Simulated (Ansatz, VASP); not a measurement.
## ZrBrF: VASP beside Ansatz

```
Zr Br F
1.0
     3.80769    0.00000    0.00000
     0.00000    3.84429    0.00000
     0.00000    0.00000    3.96276
Zr Br F
1 1 1
Direct
  0.00000 0.00000 0.00000
  0.50000 0.50000 0.00000
  0.50000 0.50000 0.50000
```

Change from the starting cell: species swapped into the TmCoC type (Pmmm, No. 47).

Alike in both runs: task relaxation of cell and atoms; functional PBE; k mesh 4 × 4 × 4; occupations gaussian, width 0.1 eV; no spin polarisation.

```csv
,VASP,Ansatz
version,VASP 6.6.1,Ansatz 0.2.0
potentials or method,"VASP PAW PBE potentials, release 64 (Zr_sv, Br, F_h), cutoff 910 eV","scalar-relativistic, plane waves, PAW"
valence electrons in the cell,26,26
```

|  | VASP | Ansatz | Ansatz less VASP |
| --- | --- | --- | --- |
| gap on the k mesh at the Fermi level, each at its own relaxed structure (eV) | none | none | - |
| relaxed volume (Å³/atom) | 22.36 | 24.04 | +1.675 |
| relaxed cell length with the largest relative difference (Å) | 4.974 | 5.280 | +0.3056 |

A gap of «none» marks a metal or a gap that the smearing closes. One of these differences is far larger than is usual between the two programs; its cause wasn't traced.

The k mesh is coarse, so the values compare programs but aren't converged. Noted on VASP's run: the cutoff is short for stress, so the pressure is rough; the volume moved by over 15 % at a fixed basis, so the end points are rough.
